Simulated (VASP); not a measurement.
# AlN (Immm) in VASP: further runs

The runs below take AlN through single point, with PBEsol.

All numbers are computed with VASP 6.6.1; they aren't measurements. Logs are shortened: lines on timing, memory, paths and dates and some standing lists are left out, and cuts for length are marked.

### 1 The cell of the first run

The structure is orthorhombic, space group Immm (No. 71). The conventional cell has a = 2.746 Å, b = 2.974 Å, c = 4.045 Å, α = 90.00°, β = 90.00°, γ = 90.00°. Within 2.7 Å of Al (site symmetry mmm) lie 6 N at 2.02 Å. N (site symmetry mmm) has 6 Al at 2.02 Å within 2.7 Å.

### 2 Single point, PBEsol (engineering shear strain xz -0.0800, engineering shear strain yz +0.0000)

INCAR

```
SYSTEM = AlN
PREC = Accurate
ENCUT = 520
EDIFF = 1E-7
ISMEAR = 0
SIGMA = 0.05
LREAL = .False.
LASPH = .True.
NELM = 100
ALGO = Normal
ISIF = 2
LWAVE = .False.
LCHARG = .False.
GGA = PS
NBANDS = 11
```

KPOINTS

```
Automatic mesh
0
Gamma
  10 10 10
  0 0 0
```

POSCAR

```
AlN
1.0
   -0.0808908813      2.0222720330      2.0222720330
    1.9413811517      0.0000000000      1.9413811517
    2.0222720330      2.0222720330     -0.0808908813
Al N
1 1
Direct
    0.5000000000      0.5000000000      0.5000000000
    0.0000000000      0.0000000000      0.0000000000
```

Potentials or basis: VASP PAW PBE potentials, release 64 (Al, N).

Started as:

```
$ cat potpaw_PBE.64/Al/POTCAR potpaw_PBE.64/N/POTCAR > POTCAR
$ mpirun -np 1 vasp_std > vasp.out
```

OUTCAR:

```text
SYSTEM = AlN
   PREC = Accurate
   ENCUT = 520
   EDIFF = 1E-7
   ISMEAR = 0
   LREAL = .False.
   LASPH = .True.
   NELM = 100
   ISIF = 2
   GGA = PS

 ion  position               nearest neighbor table
   1  0.500  0.500  0.500-   2 2.02   2 2.02   2 2.02   2 2.02   2 2.02   2 2.02
   2  0.000  0.000  0.000-   1 2.02   1 2.02   1 2.02   1 2.02   1 2.02   1 2.02

  LATTYP: Found a body centered orthorhombic cell.
 ALAT       =     2.7455275545
 B/A-ratio  =     1.0833333333
 C/A-ratio  =     1.4731391275

  Lattice vectors:

 A1 = (   2.0222720330,  -2.0222720330,  -0.0808908813)
 A2 = (  -2.0222720330,  -2.0222720330,   0.0808908813)
 A3 = (   0.0808908813,   2.0222720330,  -2.0222720330)

Analysis of symmetry for initial positions (statically):
=====================================================================
 Subroutine PRICEL returns:
 Original cell was already a primitive cell.

 Routine SETGRP: Setting up the symmetry group for a
 body centered orthorhombic supercell.

 Subroutine GETGRP returns: Found  8 space group operations
 (whereof  8 operations were pure point group operations)
 out of a pool of  8 trial point group operations.

The static configuration has the point symmetry D_2h.

Analysis of symmetry for dynamics (positions and initial velocities):
=====================================================================
 Subroutine PRICEL returns:
 Original cell was already a primitive cell.

 Routine SETGRP: Setting up the symmetry group for a
 body centered orthorhombic supercell.

 Subroutine GETGRP returns: Found  8 space group operations
 (whereof  8 operations were pure point group operations)
 out of a pool of  8 trial point group operations.

The dynamic configuration has the point symmetry D_2h.

 Subroutine INISYM returns: Found  8 space group operations
 (whereof  8 operations are pure point group operations),
 and found     1 'primitive' translations

----------------------------------------------------------------------------------------

                                     Primitive cell

  volume of cell :      16.5140

  direct lattice vectors                    reciprocal lattice vectors
    -0.080890881  2.022272033  2.022272033    -0.237737170  0.247246657  0.237737170
     1.941381152  0.000000000  1.941381152     0.257548601 -0.247246657  0.257548601
     2.022272033  2.022272033 -0.080890881     0.237737170  0.247246657 -0.237737170

  length of vectors
     2.861068277  2.745527554  2.861068277     0.417335397  0.440219801  0.417335397

  position of ions in fractional coordinates (direct lattice)
     0.500000000  0.500000000  0.500000000
     0.000000000  0.000000000  0.000000000

[... 83 lines left out ...]
   ISYM   =      2    0-nonsym 1-usesym 2-fastsym
   POTIM  = 0.5000    time-step for ionic-motion
   TEBEG  =    0.0;   TEEND  =   0.0 temperature during run
   PSTRESS=    0.0 pullay stress
   NELECT =       8.0000    total number of electrons
   NUPDOWN=      -1.0000    fix difference up-down
   EMIN   =  10.00;   EMAX   =-10.00  energy-range for DOS
   EFERMI =   0.00;   METHOD = LEGACY
   ISMEAR =     0;   SIGMA  =   0.05  broadening in eV -4-tet -1-fermi 0-gaus
   EFERMI_NEDOS =   21; number of points for ismear=-14 and -15
   IALGO  =     38    algorithm
   IMIX   =      4    mixing-type and parameters
     AMIX     =   0.40;   BMIX     =  1.00
     AMIX_MAG =   1.60;   BMIX_MAG =  1.00
  volume/ion in A,a.u.               =       8.26        55.72
  Fermi-wavevector in a.u.,A,eV,Ry     =   1.285742  2.429699 22.492222  1.653132
  Thomas-Fermi vector in A             =   2.417858
   LORBIT       =      0    0 simple, 1 ext, 2 COOP (PROOUT), +10 PAW based schemes
   GGA     = PS    functional components
   LHFCALC =     F    Hartree Fock is set to
   AEXX    =    0.0000 exact exchange contribution
   IVDW    =     0    specifies the selected vdW correction
   LEPSILON=     F    determine dielectric tensor
   LRPA    =     F    only Hartree local field effects (RPA)
 non-spin polarized calculation
 Gauss-broadening in eV      SIGMA  =   0.05
  energy-cutoff  :      520.00
  volume of cell :       16.51
 maximum number of plane-waves:       459
 NGX is ok and might be reduce to    24
   NGX = 11   NGY = 11   NGZ = 11

 number of electron       8.0000001 magnetization

 Free energy of the ion-electron system (eV)
  ---------------------------------------------------
  ext. energy  EPLUGINS =         0.00000000
  ---------------------------------------------------
  free energy    TOTEN  =       -15.34524863 eV

  energy without entropy =      -15.34524863  energy(sigma->0) =      -15.34524863

 E-fermi :  10.7045     XC(G=0): -12.4582

 val. band max:       10.4985760817   @ k =   0.0000   0.0000   0.0000
 cond. band min:      13.4255434899   @ k =   0.5000   0.0000   0.5000
 fundamental gap:      2.9269674082
 Fermi energy:        10.7044810753

 k-point     1 :       0.0000    0.0000    0.0000
  band No.  band energies     occupation
      1      -7.6476      2.00000
      2       9.3737      2.00000
      3       9.8686      2.00000
      4      10.4986      2.00000
      5      15.3420      0.00000
      6      20.7525      0.00000
      7      22.1758      0.00000
      8      23.2200      0.00000
      9      26.6490      0.00000
     10      27.6257      0.00000
     11      27.7363      0.00000
[... 309 lines left out ...]
 k-point    24 :      -0.3000    0.2000   -0.0000
  band No.  band energies     occupation
      1      -4.7195      2.00000
      2       3.2037      2.00000
      3       6.5760      2.00000
      4       8.8259      2.00000
      5      18.1384      0.00000
      6      20.2367      0.00000
      7      20.5103      0.00000
      8      22.6208      0.00000
      9      26.5210      0.00000
     10      29.2920      0.00000
     11      31.0994      0.00000

 [... further k-points ...]
[... 5 lines left out ...]
  --------------------------------------------------------------------------------------
  -------------------------------------------------------------------------------------
  Total        0.1837480     -0.1020027      0.1837480      0.0000000      0.0000000      2.5915573
  in kB       17.8270722     -9.8962127     17.8270722      0.0000000      0.0000000    251.4305858
  external PRESSURE =       8.5859772 kB  Pullay stress =       0.0000000 kB

 VOLUME and BASIS-vectors are now :
 -----------------------------------------------------------------------------
  energy-cutoff  :      520.00
  volume of cell :       16.51
      direct lattice vectors                 reciprocal lattice vectors
    -0.080890881  2.022272033  2.022272033    -0.237737170  0.247246657  0.237737170
     1.941381152  0.000000000  1.941381152     0.257548601 -0.247246657  0.257548601
     2.022272033  2.022272033 -0.080890881     0.237737170  0.247246657 -0.237737170

 POSITION                                       TOTAL-FORCE (eV/Angst)
 -----------------------------------------------------------------------------------
      1.94138      2.02227      1.94138        -0.000000      0.000000     -0.000000
      0.00000      0.00000      0.00000         0.000000      0.000000      0.000000
 -----------------------------------------------------------------------------------
    total drift:                                0.000000     -0.000000     -0.000000

  FREE ENERGIE OF THE ION-ELECTRON SYSTEM (eV)
  ---------------------------------------------------
  free  energy   TOTEN  =       -15.3452486289 eV

  energy  without entropy=      -15.3452486289  energy(sigma->0) =      -15.34524863
```

OSZICAR:

```text
N       E                     dE             d eps       ncg     rms          rms(c)
DAV:   1     0.505211978526E+01    0.50521E+01   -0.39821E+03  3802   0.667E+02
DAV:   2    -0.163897028293E+02   -0.21442E+02   -0.20590E+02  4607   0.124E+02
DAV:   3    -0.169677364617E+02   -0.57803E+00   -0.57684E+00  4622   0.181E+01
DAV:   4    -0.169695077539E+02   -0.17713E-02   -0.17712E-02  4220   0.109E+00
DAV:   5    -0.169695203075E+02   -0.12554E-04   -0.12553E-04  4492   0.943E-02    0.730E+00
DAV:   6    -0.153865705823E+02    0.15829E+01   -0.67504E+00  4221   0.136E+01    0.271E+00
DAV:   7    -0.153592161877E+02    0.27354E-01   -0.16268E-01  4239   0.291E+00    0.176E+00
DAV:   8    -0.153455759893E+02    0.13640E-01   -0.14554E-02  3996   0.106E+00    0.346E-01
DAV:   9    -0.153452309712E+02    0.34502E-03   -0.14910E-03  4410   0.233E-01    0.155E-01
DAV:  10    -0.153452522528E+02   -0.21282E-04   -0.76206E-05  4205   0.638E-02    0.367E-02
DAV:  11    -0.153452488501E+02    0.34026E-05   -0.90767E-06  4356   0.181E-02    0.543E-03
DAV:  12    -0.153452486679E+02    0.18219E-06   -0.23069E-07  3878   0.427E-03    0.935E-04
DAV:  13    -0.153452486289E+02    0.39036E-07   -0.62807E-09  2244   0.486E-04
   1 F= -.15345249E+02 E0= -.15345249E+02  d E =-.121704E-11
```

Wall time 15 s (1 thread of Intel Xeon Platinum 8488C (Sapphire Rapids), shared host); peak memory 0.14 GiB.

Results:

| Item | Value |
| --- | --- |
| Free energy | -15.3452 eV |
| Pressure | 0.9 GPa |
| Band gap on the k mesh | 2.93 eV, indirect (least direct gap 4.84 eV) |

Stress tensor (GPa, compression positive):
```
 1.78  0.00 25.14
 0.00 -0.99  0.00
25.14  0.00  1.78
```

Caveat: the cell differs from its parent crystal (engineering shear strain xz -0.0800, engineering shear strain yz +0.0000); the PAW data sets were made with another functional, which shifts forces and pressure a little.

### 3 Single point, PBEsol (engineering shear strain xz -0.0400, engineering shear strain yz +0.0000)

INCAR

```
PREC     = Accurate       # precision mode
ENCUT    = 520            # plane-wave cutoff, eV
EDIFF    = 1E-6           # SCF threshold, eV
ISMEAR   = 0              # smearing method
SIGMA    = 0.05           # smearing width, eV
LREAL    = F              # projectors in reciprocal space
LASPH    = T              # aspherical terms in the spheres
NELM     = 80             # most SCF steps
ALGO     = Normal         # electronic algorithm
ISIF     = 2              # what is computed and relaxed
LWAVE    = F              # write WAVECAR
LCHARG   = F              # write CHGCAR
GGA      = PS             # functional
NBANDS   = 11             # bands
```

KPOINTS

```
Automatic mesh
0
Gamma
  10 10 10
```

POSCAR

```
AlN
1.0
   -0.0404454407      2.0222720330      2.0222720330
    1.9818265923      0.0000000000      1.9818265923
    2.0222720330      2.0222720330     -0.0404454407
Al N
1 1
Direct
    0.5000000000      0.5000000000      0.5000000000
    0.0000000000      0.0000000000      0.0000000000
```

Potentials or basis: VASP PAW PBE potentials, release 64 (Al, N).

Started as:

```
$ cat potpaw_PBE.64/Al/POTCAR potpaw_PBE.64/N/POTCAR > POTCAR
$ mpirun -np 1 vasp_std > vasp.out
```

It took 15 s on 1 thread of Intel Xeon Platinum 8488C (Sapphire Rapids), shared host; peak memory 0.15 GiB.

Results (log left out):

```
Free energy            : -15.4231 eV
Pressure               : 0.2 GPa
Band gap on the k mesh : 3.84 eV, indirect (least direct gap 5.31 eV)
```

Stress tensor (GPa, compression positive):
```
 0.47  0.00 12.51
 0.00 -0.22  0.00
12.51  0.00  0.47
```

Levels at points of the mesh, in eV from the valence-band top:
| k point | band 1 | band 2 | band 3 | band 4 | band 5 | band 6 | band 7 | band 8 |
| --- | --- | --- | --- | --- | --- | --- | --- | --- |
| (0.00, 0.00, 0.00) | -17.83 | -0.56 | -0.30 | 0.00 | 5.31 | 11.13 | 11.80 | 12.36 |
| (0.50, 0.00, 0.00) | -14.64 | -8.79 | -1.37 | -1.09 | 5.99 | 10.78 | 11.12 | 12.72 |
| (0.00, 0.50, 0.00) | -14.42 | -8.51 | -1.64 | -1.38 | 5.46 | 10.14 | 10.51 | 13.12 |
| (0.50, 0.50, 0.00) | -13.53 | -7.73 | -3.11 | -3.10 | 4.26 | 4.85 | 13.56 | 16.86 |
| (0.50, 0.00, 0.50) | -13.54 | -7.73 | -3.52 | -2.68 | 3.84 | 5.29 | 13.67 | 16.68 |

Caveat: the cell differs from its parent crystal (engineering shear strain xz -0.0400, engineering shear strain yz +0.0000); the PAW data sets were made with another functional, which shifts forces and pressure a little.

### 4 Single point, PBEsol (engineering shear strain xz -0.0200, engineering shear strain yz +0.0000)

INCAR

```
PREC = Accurate ; ENCUT = 520
EDIFF = 1E-6 ; ISMEAR = 0
SIGMA = 0.05 ; LREAL = False
LASPH = True ; NELM = 80
ALGO = Normal ; ISIF = 2
LWAVE = False ; LCHARG = True
GGA = PS ; LELF = True
LVHAR = True ; NBANDS = 11
```

KPOINTS

```
regular mesh
0
Gamma
  10 10 10
```

POSCAR

```
AlN
1.0
   -0.0202227203      2.0222720330      2.0222720330
    2.0020493127      0.0000000000      2.0020493127
    2.0222720330      2.0222720330     -0.0202227203
Al N
1 1
Direct
    0.5000000000      0.5000000000      0.5000000000
    0.0000000000      0.0000000000      0.0000000000
```

Started as:

```
$ cat potpaw_PBE.64/Al/POTCAR potpaw_PBE.64/N/POTCAR > POTCAR
$ mpirun -np 1 vasp_std > vasp.out
```

It took 15 s on 1 thread of Intel Xeon Platinum 8488C (Sapphire Rapids), shared host; peak memory 0.15 GiB.

It converged, with:

* Free energy: -15.4424 eV
* Pressure: 0.1 GPa
* Band gap on the k mesh: 4.26 eV, indirect (least direct gap 5.50 eV)

Stress tensor (GPa, compression positive):
```
 0.15  0.00  6.24
 0.00 -0.02  0.00
 6.24  0.00  0.15
```

Levels at points of the mesh, in eV from the valence-band top:
```tsv
k point	band 2	band 3	band 4	band 5	band 6	band 7
(0.00, 0.00, 0.00)	-0.28	-0.14	0.00	5.50	11.58	11.90
(0.50, 0.00, 0.00)	-8.57	-1.23	-1.09	6.02	10.83	11.00
(0.00, 0.50, 0.00)	-8.43	-1.36	-1.23	5.75	10.52	10.70
(0.50, 0.50, 0.00)	-7.58	-2.96	-2.96	4.41	5.00	13.79
(0.50, 0.00, 0.50)	-7.58	-3.17	-2.75	4.26	5.15	13.81
```

Caveat: the cell differs from its parent crystal (engineering shear strain xz -0.0200, engineering shear strain yz +0.0000); the PAW data sets were made with another functional, which shifts forces and pressure a little.

### 5 Single point, PBEsol (engineering shear strain xz -0.0600, engineering shear strain yz +0.0000)

INCAR

```
PREC = Accurate
ENCUT = 520
EDIFF = 1E-6
ISMEAR = 0
SIGMA = 0.05
LREAL = F
LASPH = T
NELM = 60
ALGO = Normal
ISIF = 2
LWAVE = F
LCHARG = F
GGA = PS
NBANDS = 11
```

KPOINTS

```
Automatic mesh
0
Gamma
  10 10 10
```

POSCAR

```
AlN
1.0
   -0.0606681610      2.0222720330      2.0222720330
    1.9616038720      0.0000000000      1.9616038720
    2.0222720330      2.0222720330     -0.0606681610
Al N
1 1
Direct
    0.5000000000      0.5000000000      0.5000000000
    0.0000000000      0.0000000000      0.0000000000
```

Started as:

```
$ cat potpaw_PBE.64/Al/POTCAR potpaw_PBE.64/N/POTCAR > POTCAR
$ mpirun -np 1 vasp_std > vasp.out
```

Run time: 14 s. Hardware: 1 thread of Intel Xeon Platinum 8488C (Sapphire Rapids), shared host; peak memory 0.15 GiB.

The run converged. Its results:

- Free energy: -15.3907 eV
- Pressure: 0.5 GPa
- Band gap on the k mesh: 3.39 eV, indirect (least direct gap 5.09 eV)

Stress tensor (GPa, compression positive):
```
 1.02  0.00 18.80
 0.00 -0.54  0.00
18.80  0.00  1.02
```

Levels at points of the mesh, in eV from the valence-band top:
| k point | band 1 | band 2 | band 3 | band 4 | band 5 | band 6 | band 7 | band 8 | band 9 |
| --- | --- | --- | --- | --- | --- | --- | --- | --- | --- |
| (0.00, 0.00, 0.00) | -17.99 | -0.84 | -0.46 | 0.00 | 5.09 | 10.69 | 11.73 | 12.54 | 16.44 |
| (0.50, 0.00, 0.00) | -14.84 | -9.02 | -1.52 | -1.08 | 5.94 | 10.74 | 11.24 | 12.43 | 15.84 |
| (0.00, 0.50, 0.00) | -14.52 | -8.59 | -1.91 | -1.54 | 5.14 | 9.77 | 10.33 | 13.04 | 15.17 |
| (0.50, 0.50, 0.00) | -13.67 | -7.88 | -3.25 | -3.25 | 4.12 | 4.70 | 13.28 | 16.71 | 16.86 |
| (0.50, 0.00, 0.50) | -13.69 | -7.89 | -3.87 | -2.60 | 3.39 | 5.46 | 13.51 | 16.46 | 17.04 |

Caveat: the cell differs from its parent crystal (engineering shear strain xz -0.0600, engineering shear strain yz +0.0000); the PAW data sets were made with another functional, which shifts forces and pressure a little. A k mesh can miss the band edges.

### 6 Overview

```csv
cell,gap on the mesh (eV),pressure (GPa)
"a = 2.861, b = 2.746 Å, angles 61.3, 62.6, 61.3°, 2 atoms",2.93,0.9
"a = 2.860, b = 2.803 Å, angles 60.7, 61.3, 60.7°, 2 atoms",3.84,0.2
"a = 2.860, b = 2.831 Å, angles 60.3, 60.7, 60.3°, 2 atoms",4.26,0.1
"a = 2.861, b = 2.774 Å, angles 61.0, 62.0, 61.0°, 2 atoms",3.39,0.5
```

Alike in all rows: task single point; level PBEsol; potentials or basis VASP PAW PBE potentials, release 64 (Al, N); no spin polarisation; k mesh 10 × 10 × 10; cutoff (eV) 520; smearing gaussian 0.05 eV.

Caveats: the PAW data sets were made with another functional, which shifts forces and pressure a little.

Total energies depend on the potentials used, so only differences within one code and one set of settings carry meaning.
